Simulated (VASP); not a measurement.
Write the native input for VASP 6.6.1 that does the following.

```
Task                   : single point
Functional             : PBE
Potentials or basis    : VASP PAW PBE potentials, release 64 (Sn_d)
Cutoff                 : 500 eV
k mesh                 : 12 × 12 × 4
Occupations            : fermi-dirac, width 0.1 eV
Spin                   : no spin polarisation
Dipole correction      : no
Further INCAR settings : ALGO = Normal; EDIFF = 1e-06; NBANDS = 36
```

The structure of Sn lies in POSCAR:

```
Sn
1.0
    3.4775019402      0.0000000000      0.0000000000
   -1.7387509701      3.0116050219      0.0000000000
    0.0000000000      0.0000000000     11.4892733327
Sn
4
Direct
    0.0000000000      1.0000000000      0.0000000000
    0.0000000000      1.0000000000      0.5000000000
    0.3333333333      0.6666666667      0.2500000000
    0.6666666667      0.3333333333      0.7500000000
```

This isn't the form of Sn at room conditions, which is tetragonal (white tin).

These files were run (other wordings do the same):

INCAR

```
PREC     = Accurate       # precision mode
ENCUT    = 500            # plane-wave cutoff, eV
EDIFF    = 1E-6           # SCF threshold, eV
ISMEAR   = -1             # smearing method
SIGMA    = 0.1            # smearing width, eV
LREAL    = F              # projectors in reciprocal space
LASPH    = T              # aspherical terms in the spheres
NELM     = 120            # most SCF steps
ALGO     = Normal         # electronic algorithm
ISIF     = 2              # what is computed and relaxed
LWAVE    = F              # write WAVECAR
LCHARG   = T              # write CHGCAR
GGA      = PE             # functional
LELF     = T              # ELF
LVHAR    = T            
NBANDS   = 36             # bands
GGA_COMPAT= F
```

KPOINTS

```
Automatic mesh
0
Gamma
  12 12 4
```

Potentials or basis: VASP PAW PBE potentials, release 64 (Sn_d).

Launch:

```sh
$ cat potpaw_PBE.64/Sn_d/POTCAR > POTCAR
$ mpirun -np 1 vasp_std > vasp.out
```

Results of the run:

```yaml
Pressure: -2.9 GPa
Band_gap_on_the_k_mesh: zero (bands 28 and 29 overlap by 7.55 eV)
```

Caveat: spin-orbit coupling is left out, which moves the levels of the heavy elements.

It took 4.4 min on 1 thread of AMD EPYC 7R43 64-Core Processor (Zen 3), with other jobs on the host, peak memory 0.29 GiB.
